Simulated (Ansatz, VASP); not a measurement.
Two plane-wave programs on SrO

POSCAR

```
SrO
1.0
    0.0000000000      2.5798923266      2.5798923266
    2.5798923266      0.0000000000      2.5798923266
    2.5798923266      2.5798923266      0.0000000000
Sr O
1 1
Direct
    0.0000000000      0.0000000000      0.0000000000
    0.5000000000      0.5000000000      0.5000000000
```

The input INCAR.step1:

```
SYSTEM = SrO
PREC = Accurate
ENCUT = 520
EDIFF = 1E-5
ISMEAR = 0
SIGMA = 0.01
LREAL = .FALSE.
LASPH = .TRUE.
NELM = 100
ALGO = Normal
ISIF = 2
LWAVE = .TRUE.
LCHARG = .FALSE.
GGA = PE
NBANDS = 15
```

File INCAR.step2:

```
SYSTEM = SrO
PREC = Accurate
ENCUT = 520
EDIFF = 1E-7
ISMEAR = 0
SIGMA = 0.01
LREAL = .FALSE.
LASPH = .TRUE.
NELM = 100
ALGO = Normal
ISIF = 2
LWAVE = .FALSE.
LCHARG = .FALSE.
GGA = PE
LHFCALC = .TRUE.
HFSCREEN = 0.2079
PRECFOCK = Normal
ISTART = 1
NBANDS = 15
```

File KPOINTS:

```
regular mesh
0
G
  4 4 4
  0 0 0
```

Input for Ansatz:

```yaml
crystal:
  lattice:
    - [0.0, 2.5798923266, 2.5798923266]
    - [2.5798923266, 0.0, 2.5798923266]
    - [2.5798923266, 2.5798923266, 0.0]
  atoms:
    - { symbol: Sr, position: [0.0, 0.0, 0.0] }
    - { symbol: O, position: [0.5, 0.5, 0.5] }
kpoints:
  mp_grid: { grid: [4, 4, 4] }
hamiltonian:
  xc: hse06
scf:
  occupations: { method: fixed }
  n_extra_bands: 4
output:
  forces: true
  stress: true
  eigenvalues: true
```

Alike in both runs: task single point; functional HSE06; k mesh 4 × 4 × 4; no spin polarisation.

|  | VASP | Ansatz |
| --- | --- | --- |
| version | VASP 6.6.1 | Ansatz 0.2.0 |
| potentials or method | VASP PAW PBE potentials, release 64 (Sr_sv, O) | plane waves, PAW |
| plane-wave cutoff (eV) | 520 | 420 |
| occupations | gaussian, width 0.01 eV | fixed |
| valence electrons in the cell | 16 | 16 |

Ansatz gave:

* gap on the k mesh at the Fermi level (eV): 4.79
* pressure (GPa): -0.3

Problem. Which values does VASP return?

Solution. gap on the k mesh at the Fermi level (eV): 4.74; pressure (GPa): 0.2.

Ansatz's warnings: stress exchange threshold loose, stress scf threshold loose.

The k mesh is coarse, so the values compare programs but aren't converged.
